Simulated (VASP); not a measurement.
A run of VASP 6.6.1:

The input POSCAR:

```
MgO
1.0
    2.2611689539      0.0000000000      0.0000000000
    0.0000000000      2.2611689539      0.0000000000
    0.0000000000      0.0000000000      2.2611689539
Mg O
1 1
Direct
    0.0000000000      0.0000000000      0.0000000000
    0.5000000000      0.5000000000      0.5000000000
```

INCAR.step1

```
SYSTEM = MgO
PREC = Accurate ; ENCUT = 520
ISMEAR = 0 ; SIGMA = 0.05
LREAL = .FALSE. ; LASPH = .TRUE.
NELM = 80 ; NBANDS = 11
GGA = PE ; ALGO = Normal
EDIFF = 1E-4 ; LWAVE = .TRUE.
LCHARG = .FALSE.
```

Contents of INCAR.step2:

```
SYSTEM = MgO
PREC = Accurate ; ENCUT = 520
EDIFF = 1E-7 ; ISMEAR = 0
SIGMA = 0.05 ; LREAL = .FALSE.
LASPH = .TRUE. ; NELM = 80
ALGO = Normal ; ISIF = 2
LWAVE = .FALSE. ; LCHARG = .FALSE.
METAGGA = R2SCAN ; LMIXTAU = .TRUE.
NBANDS = 11 ; ISTART = 1
```

KPOINTS

```
regular mesh
0
G
  10 10 10
  0 0 0
```

Potentials or basis: VASP PAW PBE potentials, release 64 (Mg, O).

Command:

```bash
$ cat potpaw_PBE.64/Mg/POTCAR potpaw_PBE.64/O/POTCAR > POTCAR
$ cp INCAR.step1 INCAR
$ mpirun -np 1 vasp_std > vasp.out
$ cp INCAR.step2 INCAR
$ mpirun -np 1 vasp_std > vasp.out
```

Hardware: 1 thread of Intel(R) Xeon(R) 6975P-C (Granite Rapids), with other jobs on the host.

Problem. Estimate the wall time of this run.

Solution. It took 19 s on 1 thread of Intel(R) Xeon(R) 6975P-C (Granite Rapids) (shared host), peak memory 0.12 GiB. Counts: k points 56.
